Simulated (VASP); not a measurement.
A run of VASP 6.6.1 is set up as follows.

The input INCAR:

```
SYSTEM = Nb2Si
PREC = Accurate
ENCUT = 600
EDIFF = 1E-6
ISMEAR = 0
SIGMA = 0.1
LREAL = .FALSE.
LASPH = .TRUE.
NELM = 80
ALGO = Normal
ISIF = 3
LWAVE = .FALSE.
LCHARG = .FALSE.
GGA = PE
IBRION = 2
NSW = 80
EDIFFG = -0.05
```

KPOINTS

```
regular mesh
0
G
  9 9 4
  0 0 0
```

Contents of POSCAR:

```
Nb2Si
1.0
    3.2380541056      0.0000000000      0.0000000000
   -1.6190270528      2.8042371143      0.0000000000
    0.0000000000      0.0000000000      5.1466871336
Nb Si
2 1
Direct
    0.3333333333      0.6666666667      0.2528875996
    0.6666666667      0.3333333333      0.7471124004
    0.0000000000      0.0000000000      0.0000000000
```

Potentials or basis: VASP PAW PBE potentials, release 64 (Nb_sv, Si).

Launch:

```bash
$ cat potpaw_PBE.64/Nb_sv/POTCAR potpaw_PBE.64/Si/POTCAR > POTCAR
$ mpirun -np 1 vasp_std > vasp.out
```

Question: What does it give for the space group after relaxing (to 0.1 Å)?

Answer: P-3m1 (No. 164).

Question: Predict the relaxed cell.

Answer: a = 3.374 Å, b = 3.374 Å, c = 5.400 Å, α = 90.00°, β = 90.00°, γ = 120.00°.

Forces on the atoms (eV/Å):
```
Nb   0.000  0.000 -0.020
Nb   0.000  0.000  0.020
Si   0.000  0.000  0.000
```

Caveat: the relaxation stopped at a loose force limit of 0.05 eV/Å, so its end isn't a converged minimum. Zero-point motion and thermal expansion aren't in these numbers.
